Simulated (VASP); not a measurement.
Set up this calculation in VASP 6.6.1, as the native input.

- Task: molecular dynamics
- Functional: PBE
- Potentials or basis: VASP PAW PBE potentials, release 64 (Fe, Co)
- Cutoff: 350 eV
- k mesh: 1 × 1 × 1, shifted
- Occupations: fermi-dirac, width 0.2258 eV
- Spin: no spin polarisation
- Dipole correction: no
- Further INCAR settings: PREC = Normal; LREAL = Auto; ALGO = Normal; EDIFF = 1e-05; ISYM = -1; MAXMIX = 40; IBRION = 0; POTIM = 3.0; NSW = 40

The structure of Fe5Co lies in POSCAR:

```
Fe5Co
1.0
    6.5850490000     -0.2081250000      0.1148480000
   -0.2081250000      6.4634040000     -0.0780520000
    0.1148480000     -0.0780520000      6.5184220000
Fe Co
20 4
Direct
    0.0319070480      0.1634408369      0.3722991409
    0.8543027119      0.8300367068      0.2434613971
    0.5922360332      0.3767378752      0.5396011184
    0.7349763099      0.9832063996      0.5759415304
    0.3971809755      0.4733936972      0.8511810232
    0.5495565755      0.7865228282      0.0625220816
    0.2456671663      0.0345483631      0.0121714362
    0.3420193607      0.3379706429      0.2070701409
    0.6663190525      0.2010546114      0.2125978629
    0.8930344232      0.0484179028      0.8963758262
    0.5342746725      0.7117259068      0.4081158089
    0.3972772131      0.0632749566      0.4316181722
    0.2308588053      0.7085821794      0.2175602013
    0.2289687674      0.5325204344      0.5293590209
    0.5434073039      0.1579614231      0.8434623374
    0.0761938743      0.6765254053      0.8789863406
    0.2155984025      0.1709502393      0.6675852594
    0.7419407787      0.6753954110      0.7296657288
    0.9016661911      0.5120705357      0.3601446097
    0.0431376057      0.3533754382      0.0074087615
    0.3516423037      0.8445541901      0.7259922611
    0.9020793341      0.3412968106      0.7294006649
    0.0494428929      0.8380976025      0.5401044754
    0.7198366959      0.4776559101      0.0475527093
```

The input as run:

INCAR

```
PREC = Normal ; ENCUT = 350
EDIFF = 1E-5 ; ISMEAR = -1
SIGMA = 0.2258 ; LREAL = Auto
LASPH = True ; NELM = 120
ALGO = Normal ; ISIF = 2
LWAVE = False ; LCHARG = False
GGA = PE ; ISYM = -1
IBRION = 0 ; NSW = 40
POTIM = 3.0 ; TEBEG = 2620.0
TEEND = 2620.0 ; NELMIN = 4
RANDOM_SEED = 20715 0 0 ; MDALGO = 3
LANGEVIN_GAMMA = 5 5 ; GGA_COMPAT = False
MAXMIX = 40
```

KPOINTS

```
explicit points
1
Reciprocal
  0.25000000   0.25000000   0.25000000 1
```

Potentials or basis: VASP PAW PBE potentials, release 64 (Fe, Co).

Command:

```bash
$ cat potpaw_PBE.64/Fe/POTCAR potpaw_PBE.64/Co/POTCAR > POTCAR
$ mpirun -np 1 vasp_std > vasp.out
```

Run time: 26 min on 1 thread of Intel(R) Xeon(R) Platinum 8488C (Sapphire Rapids), with other jobs on the host, peak memory 0.21 GiB.
